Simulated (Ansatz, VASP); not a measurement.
**Pd in VASP and in Ansatz**

Contents of INCAR:

```
PREC     = Accurate       # precision mode
ENCUT    = 520            # plane-wave cutoff, eV
EDIFF    = 1E-6           # SCF threshold, eV
ISMEAR   = -1             # smearing method
SIGMA    = 0.05           # smearing width, eV
LREAL    = False          # projectors in reciprocal space
LASPH    = True           # aspherical terms in the spheres
NELM     = 80             # most SCF steps
ALGO     = Normal         # electronic algorithm
ISIF     = 2              # what is computed and relaxed
LWAVE    = False          # write WAVECAR
LCHARG   = False          # write CHGCAR
GGA      = RE             # functional
NBANDS   = 11             # bands
```

The input KPOINTS:

```
regular mesh
0
Gamma
  9 9 9
```

Contents of POSCAR:

```
Pd
1.0
    0.0223130000      1.9328830000      1.9592150000
    1.9662030000      0.0071630000      1.9743650000
    1.9559470000      1.9377780000      0.0174180000
Pd
1
Direct
   -0.0027670000     -0.0293500000     -0.0311200000
```

Contents of input.yaml:

```yaml
crystal:
  lattice:
    - [0.022313, 1.932883, 1.959215]
    - [1.966203, 0.007163, 1.974365]
    - [1.955947, 1.937778, 0.017418]
  atoms:
    - { symbol: Pd, position: [-0.002767, -0.02935, -0.03112] }
hamiltonian:
  xc: revpbe
  pseudopotentials: { kind: paw }
kpoints:
  mp_grid: { grid: [9, 9, 9] }
  band_path:
    path:
      - [[0.5, 0.5, 0.5], [0.0, 0.0, 0.0], [0.0, -0.5, 0.0]]
      - [[0.5, 0.0, 0.5], [0.0, 0.0, 0.0], [0.0, 0.0, -0.5]]
      - [[0.5, 0.5, 0.0], [0.0, 0.0, 0.0], [0.0, -0.5, -0.5]]
      - [[0.5, 0.0, 0.0], [0.0, 0.0, 0.0]]
    npoints: 14
scf:
  occupations: { method: fermi_dirac, width: 0.05 }
  n_extra_bands: 6
  mixing: { preconditioner: kerker }
  initial_density: { chi_scale: 0.3 }
output:
  forces: true
  stress: true
  eigenvalues: true
  fatbands: false
basis:
  xc_grid: 1
```

Alike in both runs: functional revPBE; k mesh 9 × 9 × 9; occupations fermi-dirac, width 0.05 eV; no spin polarisation.

```csv
,VASP,Ansatz
version,VASP 6.6.1,Ansatz 0.2.0
potentials or method,"VASP PAW PBE potentials, release 64 (Pd)",Ansatz PAW
plane-wave cutoff (eV),520,420
valence electrons in the cell,10,18
task,single point,band structure
```

```csv
,VASP,Ansatz,Ansatz less VASP
gap on the k mesh at the Fermi level (eV),none,none,-
pressure (GPa),9.9,10.2,+0.34
"traceless stress, the component that is largest in VASP (GPa)",-1.18,-1.17,+0.003
```

VASP's potentials were made for PBE, not for revPBE. A gap of «none» marks a metal or a gap that the smearing closes. With one functional, cell and mesh, what is left measures potentials, basis and numerics. VASP's potentials hold 10 valence electrons a cell and Ansatz's 18, so a difference there can come from the potentials and not from the codes.
